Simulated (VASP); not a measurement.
The system is Sn.

```
CELL_PARAMETERS angstrom
-1.86905 1.86905 1.86905
1.86905 -1.86905 1.86905
1.86905 1.86905 -1.86905
ATOMIC_POSITIONS crystal
Sn 0.00000 0.00000 0.00000
```

Base run:

| Quantity | Value |
| --- | --- |
| Program | VASP 6.6.1 |
| Functional | r2SCAN |
| Potentials or basis | VASP PAW PBE potentials, release 64 (Sn_d) |
| Cutoff | 520 eV |
| k mesh | 10 × 10 × 10 |
| Occupations | fermi-dirac, width 0.05 eV |
| Spin | no spin polarisation |

Its results: band gap on the k mesh zero (band 7 reaches 17.37 eV, above the bottom of band 8 at 5.98 eV); pressure 1.3 GPa.

Question: The run is repeated on the same cell with these changes: functional from r2SCAN to PBE; further incar settings from ALGO = Normal; EDIFF = 1e-06; NBANDS = 13 to ALGO = Fast; EDIFF = 1e-06; NBANDS = 13. What comes out?

Answer: Band gap on the k mesh zero (band 7 reaches 16.93 eV, above the bottom of band 8 at 6.18 eV); pressure 2.8 GPa.

Caveats: spin-orbit coupling is left out, which moves the levels of the heavy elements; the PAW data sets were made with another functional, which shifts forces and pressure a little (some runs).
